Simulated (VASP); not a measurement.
# B5P (P-62m) in VASP: relaxation of cell and atoms with PBE

Aim: the relaxation of cell and atoms of B5P with PBE.

Program: VASP 6.6.1. These are calculated values, not measurements. Logs are shortened: lines on timing, memory, paths and dates and some standing lists are left out, and cuts for length are marked.

## 1. The cell of the first run

It takes space group P-62m (No. 189, hexagonal). Conventional cell: a = 3.984 Å, b = 3.984 Å, c = 3.792 Å, α = 90.00°, β = 90.00°, γ = 120.00°. B (site symmetry -6) has 9 B at 2.30 to 2.32 Å and 3 P at 2.30 Å within 3.0 Å. Within 3.0 Å of B (site symmetry m2m) lie 10 B at 2.27 to 2.32 Å and 2 P at 2.31 Å. Within 3.0 Å of P (site symmetry -62m) lie 12 B at 2.30 to 2.31 Å.

The cell was built from a structure type or drawn by symmetry, and may not be a known phase.

## 2. Relaxation of cell and atoms, PBE

INCAR

```
SYSTEM = B5P
ALGO = Normal ; EDIFF = 1E-7
EDIFFG = -0.08 ; ENCUT = 500
GGA = PE ; GGA_COMPAT = .FALSE.
IBRION = 2 ; ISIF = 3
ISMEAR = 0 ; LASPH = .TRUE.
LCHARG = .FALSE. ; LREAL = .FALSE.
LWAVE = .FALSE. ; NELM = 120
NELMIN = 4 ; NSW = 36
PREC = Accurate ; SIGMA = 0.2
```

KPOINTS

```
k-points
0
G
  5 5 4
  0 0 0
```

POSCAR

```
B5P
1.0
    3.9842472800      0.0000000000      0.0000000000
   -1.9921236400      3.4504593600      0.0000000000
    0.0000000000      0.0000000000      3.7918943700
B P
5 1
Direct
    0.3333333300      0.6666666700      0.5000000000
    0.0000000000      0.6707944300      0.0000000000
    0.6707944300      0.0000000000      0.0000000000
    0.3292055700      0.3292055700      0.0000000000
    0.6666666700      0.3333333300      0.5000000000
    0.0000000000      0.0000000000      0.5000000000
```

Potentials or basis: VASP PAW PBE potentials, release 64 (B, P).

On the command line:

```sh
$ cat potpaw_PBE.64/B/POTCAR potpaw_PBE.64/P/POTCAR > POTCAR
$ mpirun -np 1 vasp_std > vasp.out
```

OUTCAR:

```text
SYSTEM = B5P
   EDIFF = 1E-7
   EDIFFG = -0.08
   ENCUT = 500
   GGA = PE
   IBRION = 2
   ISIF = 3
   ISMEAR = 0
   LASPH = .TRUE.
   LREAL = .FALSE.
   NELM = 120
   NELMIN = 4
   NSW = 36
   PREC = Accurate

 ion  position               nearest neighbor table
   1  0.333  0.667  0.500-   6 2.30   6 2.30   6 2.30
   2  0.000  0.671  0.000-   6 2.31   6 2.31
   3  0.671  0.000  0.000-   6 2.31   6 2.31
   4  0.329  0.329  0.000-   6 2.31   6 2.31
   5  0.667  0.333  0.500-   6 2.30   6 2.30   6 2.30
   6  0.000  0.000  0.500-   1 2.30   5 2.30   5 2.30   1 2.30   5 2.30   1 2.30   3 2.31   3 2.31
                             4 2.31   4 2.31   2 2.31   2 2.31

  LATTYP: Found a hexagonal cell.
 ALAT       =     3.9842472800
 C/A-ratio  =     0.9517216436

  Lattice vectors:

 A1 = (   3.9842472800,   0.0000000000,   0.0000000000)
 A2 = (  -1.9921236400,   3.4504593600,   0.0000000000)
 A3 = (   0.0000000000,   0.0000000000,   3.7918943700)

Analysis of symmetry for initial positions (statically):
=====================================================================
 Subroutine PRICEL returns:
 Original cell was already a primitive cell.

 Routine SETGRP: Setting up the symmetry group for a
 hexagonal supercell.

 Subroutine GETGRP returns: Found 12 space group operations
 (whereof 12 operations were pure point group operations)
 out of a pool of 24 trial point group operations.

The static configuration has the point symmetry D_3h.

Analysis of symmetry for dynamics (positions and initial velocities):
=====================================================================
 Subroutine PRICEL returns:
 Original cell was already a primitive cell.

 Routine SETGRP: Setting up the symmetry group for a
 hexagonal supercell.

 Subroutine GETGRP returns: Found 12 space group operations
 (whereof 12 operations were pure point group operations)
 out of a pool of 24 trial point group operations.

The dynamic configuration has the point symmetry D_3h.

 Subroutine INISYM returns: Found 12 space group operations
 (whereof 12 operations are pure point group operations),
 and found     1 'primitive' translations

----------------------------------------------------------------------------------------

                                     Primitive cell

  volume of cell :      52.1290

  direct lattice vectors                    reciprocal lattice vectors
     3.984247280  0.000000000  0.000000000     0.250988438  0.144908242  0.000000000
    -1.992123640  3.450459360  0.000000000     0.000000000  0.289816484  0.000000000
     0.000000000  0.000000000  3.791894370     0.000000000  0.000000000  0.263720426

  length of vectors
[... 119 lines left out ...]

--------------------------------------- Ionic step        1  -------------------------------------------

 number of electron      19.9999999 magnetization

 Free energy of the ion-electron system (eV)
  ---------------------------------------------------
  ext. energy  EPLUGINS =         0.00000000
  ---------------------------------------------------
  free energy    TOTEN  =       -27.94234180 eV

  energy without entropy =      -27.89100386  energy(sigma->0) =      -27.91667283

------------------------ aborting loop because EDIFF is reached ----------------------------------------

  FORCE on cell =-STRESS in cart. coord.  units (eV):
  Direction    XX          YY          ZZ          XY          YZ          ZX
  --------------------------------------------------------------------------------------
  -------------------------------------------------------------------------------------
  Total      -11.0327598    -11.0327598     -0.0675133      0.0000000     -0.0000000      0.0000000
  in kB     -339.0902575   -339.0902576     -2.0750124      0.0000000     -0.0000000      0.0000000
  external PRESSURE =    -226.7518425 kB  Pullay stress =       0.0000000 kB
[... 101 lines left out ...]
  FREE ENERGIE OF THE ION-ELECTRON SYSTEM (eV)
  ---------------------------------------------------
  free  energy   TOTEN  =       -29.6647792323 eV

  energy  without entropy=      -29.6323811468  energy(sigma->0) =      -29.64858019

 E-fermi :  10.0533     XC(G=0): -12.5666

 val. band max:       10.0258091455   @ k =   0.2000   0.2000   0.5000
 cond. band min:      10.0978406364   @ k =   0.2000   0.2000   0.2500
 fundamental gap:      0.0720314909
 Fermi energy:        10.0533162451

 k-point     1 :       0.0000    0.0000    0.0000
  band No.  band energies     occupation
      1      -8.2966      2.00000
      2      -1.7290      2.00000
      3      -0.3069      2.00000
      4       4.8702      2.00000
      5       4.8702      2.00000
      6       5.2715      2.00000
      7       5.2715      2.00000
      8       5.6524      2.00000
      9       7.2059      2.00000
     10       8.8703      2.00000
     11       8.8703      2.00000
     12      13.7278      0.00000
     13      13.8937      0.00000
     14      13.8937      0.00000
[... 224 lines left out ...]
      1      -4.2260      2.00000
      2      -2.6023      2.00000
      3      -1.6275      2.00000
      4      -1.4233      2.00000
      5      -0.4754      2.00000
      6       1.0031      2.00000
      7       8.8470      2.00000
      8       9.9235      1.64146
      9      10.6745      0.00001
     10      10.8193      0.00000
     11      10.8320      0.00000
     12      10.8391      0.00000
     13      14.1607      0.00000
     14      14.1959      0.00000

[... ionic steps 4 to 17 ...]

--------------------------------------- Ionic step       18  -------------------------------------------

 number of electron      20.0000002 magnetization

------------------------ aborting loop because EDIFF is reached ----------------------------------------
[... 75 lines left out ...]
--------------------------------------- Ionic step       20  -------------------------------------------

 number of electron      19.9999999 magnetization

 Free energy of the ion-electron system (eV)
  ---------------------------------------------------
  ext. energy  EPLUGINS =         0.00000000
  ---------------------------------------------------
  free energy    TOTEN  =       -31.44223446 eV

  energy without entropy =      -31.41220752  energy(sigma->0) =      -31.42722099

 E-fermi :   8.0172     XC(G=0): -11.8763

 val. band max:        7.9624941391   @ k =   0.2000   0.2000   0.2500
 cond. band min:       8.1630541064   @ k =   0.4000   0.2000   0.2500
 fundamental gap:      0.2005599673
 Fermi energy:         8.0171738028

 k-point     1 :       0.0000    0.0000    0.0000
  band No.  band energies     occupation
      1      -8.9013      2.00000
      2      -3.3673      2.00000
      3      -0.9923      2.00000
      4       1.0188      2.00000
      5       3.4828      2.00000
      6       3.4828      2.00000
      7       3.9016      2.00000
      8       3.9016      2.00000
      9       7.1310      2.00000
     10       7.1310      2.00000
     11       7.8111      1.85498
     12      10.4836      0.00000
     13      10.7229      0.00000
     14      11.9214      0.00000
[... 269 lines left out ...]
  FREE ENERGIE OF THE ION-ELECTRON SYSTEM (eV)
  ---------------------------------------------------
  free  energy   TOTEN  =       -31.4422344565 eV

  energy  without entropy=      -31.4122075222  energy(sigma->0) =      -31.42722099

 reached required accuracy - stopping structural energy minimisation
```

OSZICAR:

```text
N       E                     dE             d eps       ncg     rms          rms(c)
DAV:   1     0.308589439487E+02    0.30859E+02   -0.88515E+03   420   0.124E+03
DAV:   2    -0.249211418809E+02   -0.55780E+02   -0.53544E+02   532   0.177E+02
DAV:   3    -0.279790989247E+02   -0.30580E+01   -0.29985E+01   570   0.350E+01
[... 212 lines left out ...]
DAV:   4    -0.314422024076E+02    0.34378E-02   -0.85469E-03   480   0.601E-01    0.645E-02
DAV:   5    -0.314422310172E+02   -0.28610E-04   -0.37595E-04   522   0.142E-01    0.305E-02
DAV:   6    -0.314422326308E+02   -0.16136E-05   -0.24309E-05   492   0.342E-02    0.155E-02
DAV:   7    -0.314422344623E+02   -0.18315E-05   -0.26175E-06   504   0.127E-02    0.387E-03
DAV:   8    -0.314422344565E+02    0.58101E-08   -0.66112E-08   276   0.186E-03
  20 F= -.31442234E+02 E0= -.31427221E+02  d E =-.436053E-01
```

CONTCAR:

```text
B5P
   1.00000000000000
     3.5138247902749224    0.0000000000000000   -0.0000000000000000
    -1.7569123951374612    3.0430615331581876    0.0000000000000000
     0.0000000000000000    0.0000000000000000    4.6319849694079043
  B               P
     5     1
Direct
     0.3333333300000021    0.6666666699999979    0.5000000000000000
     0.9999999999997543    0.4988657369857574    0.0000000000000000
     0.4988657369862486    0.0000000000000000    0.0000000000000000
     0.5011342630139969    0.5011342630142429    0.0000000000000000
     0.6666666699999979    0.3333333300000021    0.5000000000000000
     0.0000000000000000    0.0000000000000000    0.5000000000000000

  0.00000000E+00  0.00000000E+00  0.00000000E+00
  0.00000000E+00  0.00000000E+00  0.00000000E+00
  0.00000000E+00  0.00000000E+00  0.00000000E+00
  0.00000000E+00  0.00000000E+00  0.00000000E+00
  0.00000000E+00  0.00000000E+00  0.00000000E+00
  0.00000000E+00  0.00000000E+00  0.00000000E+00
```

Wall time 2.8 min (1 thread of Intel Xeon Platinum 8488C (Sapphire Rapids), shared host); peak memory 0.16 GiB.

Results:

- Free energy: -31.4422 eV
- Relaxed volume: 8.25 Å³/atom
- Relaxed cell: a = 3.514 Å, b = 3.514 Å, c = 4.632 Å, α = 90.00°, β = 90.00°, γ = 120.00°
- Space group after relaxing (to 0.1 Å): P6/mmm (No. 191)
- Energy gained by relaxing: 583.3 meV/atom
- Ionic steps: 20
- Pressure after relaxing: -0.3 GPa
- Largest force after relaxing: 0.019 eV/Å
- Band gap on the k mesh: zero (bands 10 and 11 overlap by 2.10 eV)

Forces on the atoms (eV/Å):
```
B    0.000  0.000  0.000
B   -0.009  0.016  0.000
B    0.019  0.000  0.000
B   -0.009 -0.016  0.000
B    0.000  0.000  0.000
P    0.000  0.000  0.000
```

Step by step:
```
step  energy change (eV)  largest force (eV/Å)  pressure (GPa)  volume (Å³)
   1              0.0000                0.3407          -22.68        52.13
   2             -1.6363                0.6196           -1.20        43.27
   3             -1.7224                0.5998            7.70        41.59
   4             -1.9045                0.4035            6.32        42.36
   5             -1.9545                0.4290            6.96        42.66
   6             -2.2020                0.4295            8.62        43.19
   7             -2.1038                0.4769           19.66        43.98
   8             -2.2219                0.4574           14.47        43.70
   9             -2.2549                0.4155            9.97        43.36
  10             -2.2594                0.4266           12.14        43.54
  11             -2.4138                1.0716           -6.50        49.05
  12             -2.4177                0.9538           -3.96        48.08
  13             -2.6994                1.3302           -5.12        49.49
  14             -3.0726                1.1294           -7.18        51.38
  15             -3.2653                0.0155          -12.72        55.31
  16             -3.3094                0.4200          -10.45        53.94
  17             -3.4544                0.0483            0.14        50.85
  18             -3.4563                0.0076           -1.08        51.15
  19             -3.4752                0.0107           -1.03        50.72
  20             -3.4999                0.0187           -0.28        49.53
```

Final structure:
```
B P
1.0
     3.51382    0.00000    0.00000
    -1.75691    3.04306    0.00000
     0.00000    0.00000    4.63198
B P
5 1
Cartesian
  0.0000 2.0287 2.3160
  2.6374 1.5181 0.0000
  1.7529 0.0000 0.0000
  0.8804 1.5250 0.0000
  1.7569 1.0144 2.3160
  0.0000 0.0000 2.3160
```

Caveat: the k points lie up to 0.41 Å⁻¹ apart in the final cell, too coarse for converged energies and pressures of a metal; a cell axis changed by over 15 % at a fixed basis, so the end point is rough.
